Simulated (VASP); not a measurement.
Input of a VASP 6.6.1 run:

File INCAR:

```
PREC = Accurate
ENCUT = 520
EDIFF = 1E-6
ISMEAR = -1
SIGMA = 0.05
LREAL = F
LASPH = T
NELM = 100
ALGO = Normal
ISIF = 2
LWAVE = F
LCHARG = T
GGA = PE
LELF = T
LVHAR = T
NBANDS = 21
```

The input KPOINTS:

```
Automatic mesh
0
Gamma
  16 16 16
```

The input POSCAR:

```
W
1.0
   -2.2458863481      2.2458863481      1.1875879348
    2.2458863481     -2.2458863481      1.1875879348
    2.2458863481      2.2458863481     -1.1875879348
W
2
Direct
   -0.3750000000     -0.1250000000     -0.2500000000
    0.3750000000      0.1250000000      0.2500000000
```

Potentials or basis: VASP PAW PBE potentials, release 64 (W_sv).

Command:

```bash
$ cat potpaw_PBE.64/W_sv/POTCAR > POTCAR
$ mpirun -np 1 vasp_std > vasp.out
```

Problem. Predict the band gap on the k mesh.

Solution. Zero (band 14 reaches 18.93 eV, above the bottom of band 15 at 13.99 eV).

Problem. What does it give for the pressure?

Solution. 200.4 GPa.

Caveat: spin-orbit coupling is left out, which moves the levels of the heavy elements.
